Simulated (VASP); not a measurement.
# InSe (R3m) in VASP: further runs

The runs below take InSe through single point, with PBE.

The COD entry that gives the cell may itself be a prediction, so a difference from it is no test against experiment.

Everything below comes from runs of VASP 6.6.1. Logs are shortened: lines on timing, memory, paths and dates and some standing lists are left out, and cuts for length are marked.

### 1 The cell of the first run

The structure is trigonal, space group R3m (No. 160). The conventional cell has a = 3.920 Å, b = 3.920 Å, c = 24.950 Å, α = 90.00°, β = 90.00°, γ = 120.00°. In (site symmetry 3m) has 3 Se at 2.60 Å and 1 In at 2.80 Å within 3.4 Å. In (site symmetry 3m) has 3 Se at 2.60 Å and 1 In at 2.80 Å within 3.4 Å. Within 3.4 Å of Se (site symmetry 3m) lie 3 In at 2.60 Å. Se (site symmetry 3m) has 3 In at 2.60 Å within 3.4 Å.

### 2 Single point, PBE (equal xx and yy strain of -2 %)

The input, INCAR:

```
SYSTEM = InSe
PREC = Accurate ; ENCUT = 520
EDIFF = 1E-6 ; ISMEAR = -1
SIGMA = 0.01 ; LREAL = .FALSE.
LASPH = .TRUE. ; NELM = 100
ALGO = Normal ; ISIF = 2
LWAVE = .FALSE. ; LCHARG = .FALSE.
GGA = PE ; NBANDS = 27
```

The input, KPOINTS:

```
regular mesh
0
G
  7 7 7
  0 0 0
```

The input, POSCAR:

```
InSe
1.0
    1.9599996573      1.1316063298      8.3166700000
   -1.9599996573      1.1316063298      8.3166700000
    0.0000000000     -2.2632126595      8.3166700000
In Se
2 2
Direct
    0.0000000000      0.0000000000      0.0000000000
    0.1122000000      0.1122000000      0.1122000000
    0.6155000000      0.6155000000      0.6155000000
    0.8300000000      0.8300000000      0.8300000000
```

Potentials or basis: VASP PAW PBE potentials, release 64 (In_d, Se).

Launch:

```
cat potpaw_PBE.64/In_d/POTCAR potpaw_PBE.64/Se/POTCAR > POTCAR
mpirun -np 1 vasp_std > vasp.out
```

OUTCAR:

```text
SYSTEM = InSe
   PREC = Accurate
   ENCUT = 520
   EDIFF = 1E-6
   ISMEAR = -1
   LREAL = .FALSE.
   LASPH = .TRUE.
   NELM = 100
   ISIF = 2
   GGA = PE

 ion  position               nearest neighbor table
   1  0.000  0.000  0.000-   3 2.60   3 2.60   3 2.60   2 2.80
   2  0.112  0.112  0.112-   4 2.60   4 2.60   4 2.60   1 2.80
   3  0.615  0.615  0.615-   1 2.60   1 2.60   1 2.60
   4  0.830  0.830  0.830-   2 2.60   2 2.60   2 2.60

  LATTYP: Found a trigonal (rhomboedric) cell.
 ALAT       =     8.6191143067
 COS(alpha) =     0.8965771013

  Lattice vectors:

 A1 = (   1.9599996573,   1.1316063298,   8.3166700000)
 A2 = (  -1.9599996573,   1.1316063298,   8.3166700000)
 A3 = (   0.0000000000,  -2.2632126595,   8.3166700000)

Analysis of symmetry for initial positions (statically):
=====================================================================
 Subroutine PRICEL returns:
 Original cell was already a primitive cell.

 Routine SETGRP: Setting up the symmetry group for a
 trigonal (rhombohedral) supercell.

 Subroutine GETGRP returns: Found  6 space group operations
 (whereof  6 operations were pure point group operations)
 out of a pool of 12 trial point group operations.

The static configuration has the point symmetry C_3v.

Analysis of symmetry for dynamics (positions and initial velocities):
=====================================================================
 Subroutine PRICEL returns:
 Original cell was already a primitive cell.

 Routine SETGRP: Setting up the symmetry group for a
 trigonal (rhombohedral) supercell.

 Subroutine GETGRP returns: Found  6 space group operations
 (whereof  6 operations were pure point group operations)
 out of a pool of 12 trial point group operations.

The dynamic configuration has the point symmetry C_3v.

 Subroutine INISYM returns: Found  6 space group operations
 (whereof  6 operations are pure point group operations),
 and found     1 'primitive' translations

----------------------------------------------------------------------------------------

                                     Primitive cell

  volume of cell :     110.6757

  direct lattice vectors                    reciprocal lattice vectors
     1.959999657  1.131606330  8.316670000     0.255102085  0.147283258  0.040080144
    -1.959999657  1.131606330  8.316670000    -0.255102085  0.147283258  0.040080144
     0.000000000 -2.263212660  8.316670000     0.000000000 -0.294566515  0.040080144

  length of vectors
     8.619114307  8.619114307  8.619114307     0.297280759  0.297280759  0.297280759

  position of ions in fractional coordinates (direct lattice)
     0.000000000  0.000000000  0.000000000
     0.112200000  0.112200000  0.112200000
     0.615500000  0.615500000  0.615500000
     0.830000000  0.830000000  0.830000000

  ion indices of the primitive-cell ions
   primitive index   ion index
                 1           1
                 2           2
                 3           3
                 4           4

----------------------------------------------------------------------------------------

 KPOINTS: regular mesh

Automatic generation of k-mesh.
 Grid dimensions read from file:
 generate k-points for:    7    7    7

 Generating k-lattice:

  Cartesian coordinates                     Fractional coordinates (reciprocal lattice)
     0.036443155  0.021040465  0.005725735     0.142857143  0.000000000  0.000000000
    -0.036443155  0.021040465  0.005725735     0.000000000  0.142857143  0.000000000
     0.000000000 -0.042080931  0.005725735     0.000000000  0.000000000  0.142857143

  Length of vectors
     0.042468680  0.042468680  0.042468680

  Shift w.r.t. Gamma in fractional coordinates (k-lattice)
     0.000000000  0.000000000  0.000000000

 Subroutine IBZKPT returns following result:
 ===========================================

 Found     44 irreducible k-points:

 Following reciprocal coordinates:
            Coordinates               Weight
  0.000000  0.000000  0.000000      1.000000
  0.142857  0.000000  0.000000      6.000000
  0.285714  0.000000  0.000000      6.000000
  0.428571  0.000000  0.000000      6.000000
  0.142857  0.142857  0.000000      6.000000
  0.285714  0.142857  0.000000     12.000000
[... 16 lines left out ...]
  0.285714  0.285714  0.142857      6.000000
  0.428571  0.285714  0.142857     12.000000
 [... further k-points ...]
   k-points           NKPTS =     44   k-points in BZ     NKDIM =     44   number of bands    NBANDS=     27
   number of dos      NEDOS =    301   number of ions     NIONS =      4
   total plane-waves  NPLWV = 262144
   dimension x,y,z NGX =    64 NGY =   64 NGZ =   64
   dimension x,y,z NGXF=   128 NGYF=  128 NGZF=  128
   ions per type =               2   2
   NGX,Y,Z   is equivalent  to a cutoff of  12.34, 12.34, 12.34 a.u.
   NGXF,Y,Z  is equivalent  to a cutoff of  24.69, 24.69, 24.69 a.u.
 SYSTEM =  InSe
   PREC   = accura    normal or accurate (medium, high low for compatibility)
   ISTART =      0    job   : 0-new  1-cont  2-samecut
   ICHARG =      2    charge: 1-file 2-atom 10-const
   ISPIN  =      1    spin polarized calculation?
   LNONCOLLINEAR =      F non collinear calculations
   LSORBIT =      F    spin-orbit coupling
   LASPH  =      T    aspherical Exc in radial PAW
   ENCUT  =  520.0 eV  38.22 Ry    6.18 a.u.  16.03 16.03 16.03*2*pi/ulx,y,z
   NELM   =    100;   NELMIN=  2; NELMDL= -5     # of ELM steps
   EDIFF  = 0.1E-05   stopping-criterion for ELM
   LREAL  =      F    real-space projection
   EDIFFG = 0.1E-04   stopping-criterion for IOM
   NSW    =      0    number of steps for IOM
   IBRION =     -1    ionic relax: 0-MD 1-quasi-New 2-CG
   NFREE  =      0    steps in history (QN), initial steepest desc. (CG)
   ISIF   =      2    stress and relaxation
   ISYM   =      2    0-nonsym 1-usesym 2-fastsym
   POTIM  = 0.5000    time-step for ionic-motion
   TEBEG  =    0.0;   TEEND  =   0.0 temperature during run
   PSTRESS=    0.0 pullay stress
   NELECT =      38.0000    total number of electrons
   NUPDOWN=      -1.0000    fix difference up-down
   EMIN   =  10.00;   EMAX   =-10.00  energy-range for DOS
   EFERMI =   0.00;   METHOD = LEGACY
   ISMEAR =    -1;   SIGMA  =   0.01  broadening in eV -4-tet -1-fermi 0-gaus
   EFERMI_NEDOS =   21; number of points for ismear=-14 and -15
   IALGO  =     38    algorithm
   IMIX   =      4    mixing-type and parameters
     AMIX     =   0.40;   BMIX     =  1.00
     AMIX_MAG =   1.60;   BMIX_MAG =  1.00
  volume/ion in A,a.u.               =      27.67       186.72
  Fermi-wavevector in a.u.,A,eV,Ry     =   1.146354  2.166295 17.879783  1.314127
  Thomas-Fermi vector in A             =   2.283038
   LORBIT       =      0    0 simple, 1 ext, 2 COOP (PROOUT), +10 PAW based schemes
   GGA     = PE    functional components
   LHFCALC =     F    Hartree Fock is set to
   AEXX    =    0.0000 exact exchange contribution
   IVDW    =     0    specifies the selected vdW correction
   LEPSILON=     F    determine dielectric tensor
   LRPA    =     F    only Hartree local field effects (RPA)
 non-spin polarized calculation
  energy-cutoff  :      520.00
  volume of cell :      110.68
 maximum number of plane-waves:      3025
   NGX = 33   NGY = 33   NGZ = 33

 number of electron      37.9999996 magnetization

 Free energy of the ion-electron system (eV)
  ---------------------------------------------------
  ext. energy  EPLUGINS =         0.00000000
  ---------------------------------------------------
  free energy    TOTEN  =       -13.98724465 eV

  energy without entropy =      -13.98724465  energy(sigma->0) =      -13.98724465

 E-fermi :   4.7555     XC(G=0):  -9.1693

 val. band max:        4.4781740765   @ k =  -0.4286   0.4286   0.4286
 cond. band min:       5.3973382064   @ k =   0.4286   0.4286   0.4286
 fundamental gap:      0.9191641299
 Fermi energy:         4.7554810607

 k-point     1 :       0.0000    0.0000    0.0000
  band No.  band energies     occupation
      1     -10.2118      2.00000
      2     -10.0355      2.00000
      3     -10.0355      2.00000
      4      -9.9604      2.00000
      5      -9.9604      2.00000
      6      -9.9275      2.00000
[... 19 lines left out ...]
     26      10.2758      0.00000
     27      12.5530      0.00000

 k-point     2 :       0.1429    0.0000    0.0000
  band No.  band energies     occupation
      1     -10.2336      2.00000
      2     -10.1150      2.00000
      3     -10.0696      2.00000
      4     -10.0293      2.00000
      5      -9.9432      2.00000
      6      -9.9343      2.00000
[... 19 lines left out ...]
     26      10.7421      0.00000
     27      11.7821      0.00000

 k-point     3 :       0.2857    0.0000    0.0000
  band No.  band energies     occupation
      1     -10.3462      2.00000
      2     -10.2282      2.00000
      3     -10.1402      2.00000
      4     -10.0234      2.00000
      5      -9.9492      2.00000
      6      -9.9050      2.00000
[... 19 lines left out ...]
     26      11.3999      0.00000
     27      11.8228      0.00000

 k-point     4 :       0.4286    0.0000    0.0000
  band No.  band energies     occupation
      1     -10.4294      2.00000
      2     -10.3217      2.00000
      3     -10.1323      2.00000
      4     -10.0237      2.00000
      5      -9.9606      2.00000
      6      -9.8757      2.00000
[... 19 lines left out ...]
     26      11.1565      0.00000
     27      11.6970      0.00000
[... 516 lines left out ...]
      4     -10.0235      2.00000
      5      -9.9492      2.00000
      6      -9.9049      2.00000
[... 19 lines left out ...]
     26      11.3603      0.00000
     27      11.7437      0.00000

 k-point    23 :       0.2857    0.2857    0.1429
  band No.  band energies     occupation
      1     -10.2305      2.00000
      2     -10.1118      2.00000
      3     -10.0772      2.00000
      4     -10.0296      2.00000
      5      -9.9430      2.00000
      6      -9.9342      2.00000
[... 19 lines left out ...]
     26      10.7178      0.00000
     27      12.0297      0.00000

 k-point    24 :       0.4286    0.2857    0.1429
  band No.  band energies     occupation
      1     -10.3012      2.00000
      2     -10.2013      2.00000
      3     -10.1381      2.00000
      4     -10.0277      2.00000
      5      -9.9407      2.00000
      6      -9.9193      2.00000
[... 19 lines left out ...]
     26      11.3003      0.00000
     27      11.8507      0.00000

 [... further k-points ...]

------------------------ aborting loop because EDIFF is reached ----------------------------------------

  FORCE on cell =-STRESS in cart. coord.  units (eV):
  Direction    XX          YY          ZZ          XY          YZ          ZX
  --------------------------------------------------------------------------------------
  -------------------------------------------------------------------------------------
  Total        4.3840814      4.3840814      2.7624896      0.0000000      0.0000000     -0.0000000
  in kB       63.4654130     63.4654130     39.9907135      0.0000000      0.0000000     -0.0000000
  external PRESSURE =      55.6405132 kB  Pullay stress =       0.0000000 kB

 VOLUME and BASIS-vectors are now :
 -----------------------------------------------------------------------------
  energy-cutoff  :      520.00
  volume of cell :      110.68
      direct lattice vectors                 reciprocal lattice vectors
     1.959999657  1.131606330  8.316670000     0.255102085  0.147283258  0.040080144
    -1.959999657  1.131606330  8.316670000    -0.255102085  0.147283258  0.040080144
     0.000000000 -2.263212660  8.316670000     0.000000000 -0.294566515  0.040080144

 POSITION                                       TOTAL-FORCE (eV/Angst)
 -----------------------------------------------------------------------------------
      0.00000      0.00000      0.00000         0.000000      0.000000      0.602209
      0.00000      0.00000      2.79939         0.000000     -0.000000     -0.595080
      0.00000      0.00000     15.35673         0.000000     -0.000000     -0.514484
      0.00000      0.00000     20.70851         0.000000      0.000000      0.507355
 -----------------------------------------------------------------------------------
    total drift:                               -0.000000     -0.000000      0.000328

  FREE ENERGIE OF THE ION-ELECTRON SYSTEM (eV)
  ---------------------------------------------------
  free  energy   TOTEN  =       -13.9872446462 eV

  energy  without entropy=      -13.9872446462  energy(sigma->0) =      -13.98724465
```

It took 7.6 min on 1 thread of Intel Xeon Platinum 8259CL at 2.50GHz (Skylake/Cascade Lake), shared host; peak memory 0.59 GiB.

What came out:

```yaml
Free_energy: -13.9872 eV
Pressure: 5.6 GPa
Largest_force: 0.602 eV/Å
Band_gap_on_the_k_mesh: 0.92 eV, indirect (least direct gap 0.93 eV)
```

Forces on the atoms (eV/Å):
```
In   0.000  0.000  0.602
In   0.000  0.000 -0.595
Se   0.000  0.000 -0.514
Se   0.000  0.000  0.507
```

Stress tensor (GPa, compression positive):
```
6.35 0.00 0.00
0.00 6.35 0.00
0.00 0.00 4.00
```

Levels at points of the mesh, in eV from the valence-band top:
| k point | band 16 | band 17 | band 18 | band 19 | band 20 | band 21 | band 22 | band 23 |
| --- | --- | --- | --- | --- | --- | --- | --- | --- |
| (0.00, 0.00, 0.00) | -1.13 | -1.13 | -1.00 | -1.00 | 2.12 | 2.45 | 4.74 | 4.74 |

Caveat: the cell differs from its parent crystal (equal xx and yy strain of -2 %); spin-orbit coupling is left out, which moves the levels of the heavy elements. A k mesh can miss the band edges.

### 3 Single point, PBE (equal xx and yy strain of +1 %)

The input, INCAR:

```
ALGO     = Normal         # electronic algorithm
EDIFF    = 1E-6           # SCF threshold, eV
ENCUT    = 520            # plane-wave cutoff, eV
GGA      = PE             # functional
ISIF     = 2              # what is computed and relaxed
ISMEAR   = -1             # smearing method
LASPH    = True           # aspherical terms in the spheres
LCHARG   = False          # write CHGCAR
LREAL    = False          # projectors in reciprocal space
LWAVE    = False          # write WAVECAR
NBANDS   = 27             # bands
NELM     = 80             # most SCF steps
PREC     = Accurate       # precision mode
SIGMA    = 0.01           # smearing width, eV
```

The input, KPOINTS:

```
k-points
0
Gamma
  7 7 7
```

The input, POSCAR:

```
InSe
1.0
    2.0199996468      1.1662473399      8.3166700000
   -2.0199996468      1.1662473399      8.3166700000
    0.0000000000     -2.3324946797      8.3166700000
In Se
2 2
Direct
    0.0000000000      0.0000000000      0.0000000000
    0.1122000000      0.1122000000      0.1122000000
    0.6155000000      0.6155000000      0.6155000000
    0.8300000000      0.8300000000      0.8300000000
```

Potentials or basis: VASP PAW PBE potentials, release 64 (In_d, Se).

Launch:

```
cat potpaw_PBE.64/In_d/POTCAR potpaw_PBE.64/Se/POTCAR > POTCAR
mpirun -np 1 vasp_std > vasp.out
```

It took 9.4 min on 1 thread of Intel Xeon Platinum 8259CL at 2.50GHz (Skylake/Cascade Lake), shared host; peak memory 0.57 GiB.

The run converged. Its results:

```yaml
Free_energy: -14.1586 eV
Pressure: 1.8 GPa
Largest_force: 0.066 eV/Å
Band_gap_on_the_k_mesh: 0.66 eV, indirect (least direct gap 0.67 eV)
```

Forces in eV/Å, atoms in the order of the input:
```
In   0.000  0.000  0.066
In   0.000  0.000 -0.064
Se   0.000  0.000 -0.036
Se   0.000  0.000  0.035
```

Levels at points of the mesh, in eV from the valence-band top:
| k point | band 16 | band 17 | band 18 | band 19 | band 20 | band 21 | band 22 | band 23 |
| --- | --- | --- | --- | --- | --- | --- | --- | --- |
| (0.00, 0.00, 0.00) | -1.22 | -1.22 | -1.09 | -1.09 | 1.82 | 2.17 | 4.41 | 4.41 |

Caveat: the cell differs from its parent crystal (equal xx and yy strain of +1 %); spin-orbit coupling is left out, which moves the levels of the heavy elements. A k mesh can miss the band edges.

### 4 Single point, PBE (equal xx and yy strain of +3 %)

The input, INCAR:

```
PREC = Accurate ; ENCUT = 520
EDIFF = 1E-6 ; ISMEAR = -1
SIGMA = 0.01 ; LREAL = F
LASPH = T ; NELM = 100
ALGO = Normal ; ISIF = 2
LWAVE = F ; LCHARG = F
GGA = PE ; NBANDS = 27
```

The input, KPOINTS:

```
Automatic mesh
0
Gamma
  7 7 7
```

The input, POSCAR:

```
InSe
1.0
    2.0599996398      1.1893413466      8.3166700000
   -2.0599996398      1.1893413466      8.3166700000
    0.0000000000     -2.3786826932      8.3166700000
In Se
2 2
Direct
    0.0000000000      0.0000000000      0.0000000000
    0.1122000000      0.1122000000      0.1122000000
    0.6155000000      0.6155000000      0.6155000000
    0.8300000000      0.8300000000      0.8300000000
```

Launch:

```
cat potpaw_PBE.64/In_d/POTCAR potpaw_PBE.64/Se/POTCAR > POTCAR
mpirun -np 1 vasp_std > vasp.out
```

It took 9 min on 1 thread of Intel Xeon Platinum 8259CL at 2.50GHz (Skylake/Cascade Lake), shared host; peak memory 0.61 GiB.

The run converged. Its results:

```yaml
Free_energy: -14.1776 eV
Pressure: -0.1 GPa
Largest_force: 0.229 eV/Å
Band_gap_on_the_k_mesh: 0.53 eV, indirect (least direct gap 0.59 eV)
```

Forces in eV/Å, atoms in the order of the input:
```
In   0.000  0.000 -0.229
In   0.000  0.000  0.227
Se   0.000  0.000  0.217
Se   0.000  0.000 -0.214
```

Stress tensor (GPa, compression positive):
```
-0.50  0.00  0.00
 0.00 -0.50  0.00
 0.00  0.00  0.76
```

Levels at points of the mesh, in eV from the valence-band top:
```
           k point  band 15  band 16  band 17  band 18  band 19  band 20  band 21  band 22  band 23  band 24
(0.00, 0.00, 0.00)    -1.33    -1.25    -1.25    -1.11    -1.11     1.66     2.03     4.22     4.22     5.32
```

Caveat: the cell differs from its parent crystal (equal xx and yy strain of +3 %); spin-orbit coupling is left out, which moves the levels of the heavy elements. A k mesh can miss the band edges.

### 5 Single point, PBE (volume scaled by 0.94)

The input, INCAR:

```
SYSTEM = InSe
PREC = Accurate ; ENCUT = 520
EDIFF = 1E-6 ; ISMEAR = -1
SIGMA = 0.01 ; LREAL = .False.
LASPH = .True. ; NELM = 60
ALGO = Normal ; ISIF = 2
LWAVE = .False. ; LCHARG = .False.
GGA = PE ; NBANDS = 27
```

The input, KPOINTS:

```
regular mesh
0
Gamma
  7 7 7
  0 0 0
```

The input, POSCAR:

```
InSe
1.0
    1.9591718749      1.1311284094      8.1468944028
   -1.9591718749      1.1311284094      8.1468944028
    0.0000000000     -2.2622568187      8.1468944028
In Se
2 2
Direct
    0.0000000000      0.0000000000      0.0000000000
    0.1122000000      0.1122000000      0.1122000000
    0.6155000000      0.6155000000      0.6155000000
    0.8300000000      0.8300000000      0.8300000000
```

Launch:

```
cat potpaw_PBE.64/In_d/POTCAR potpaw_PBE.64/Se/POTCAR > POTCAR
mpirun -np 1 vasp_std > vasp.out
```

Run time: 3.2 min. Hardware: 1 thread of Intel Xeon 6975P-C (Granite Rapids), shared host; peak memory 0.56 GiB.

The run converged. Its results:

```yaml
Free_energy: -13.9100 eV
Pressure: 7.1 GPa
Largest_force: 0.695 eV/Å
Band_gap_on_the_k_mesh: 0.88 eV, direct
```

Forces on the atoms (eV/Å):
```
In   0.000  0.000  0.494
In   0.000  0.000 -0.485
Se   0.000  0.000 -0.695
Se   0.000  0.000  0.687
```

Stress tensor (GPa, compression positive):
```
7.39 0.00 0.00
0.00 7.39 0.00
0.00 0.00 6.39
```

Levels at points of the mesh, in eV from the valence-band top:
| k point | band 15 | band 16 | band 17 | band 18 | band 19 | band 20 | band 21 | band 22 | band 23 | band 24 |
| --- | --- | --- | --- | --- | --- | --- | --- | --- | --- | --- |
| (0.00, 0.00, 0.00) | -1.60 | -1.29 | -1.29 | -1.15 | -1.15 | 2.06 | 2.37 | 4.57 | 4.57 | 5.37 |

Caveat: spin-orbit coupling is left out, which moves the levels of the heavy elements. A k mesh can miss the band edges.

### 6 The runs side by side

```csv
cell,gap on the mesh (eV),pressure (GPa),largest force (eV/Å)
"a = 8.619 Å, angles 26.3°, 4 atoms",0.92,5.6,0.60
"a = 8.638 Å, angles 27.0°, 4 atoms",0.66,1.8,0.07
"a = 8.650 Å, angles 27.6°, 4 atoms",0.53,-0.1,0.23
"a = 8.455 Å, angles 26.8°, 4 atoms",0.88,7.1,0.70
```

Alike in all rows: task single point; level PBE; potentials or basis VASP PAW PBE potentials, release 64 (In_d, Se); no spin polarisation; k mesh 7 × 7 × 7; cutoff (eV) 520; smearing fermi-dirac 0.01 eV.

Caveats: spin-orbit coupling is left out, which moves the levels of the heavy elements.

Total energies depend on the potentials used, so only differences within one code and one set of settings carry meaning.
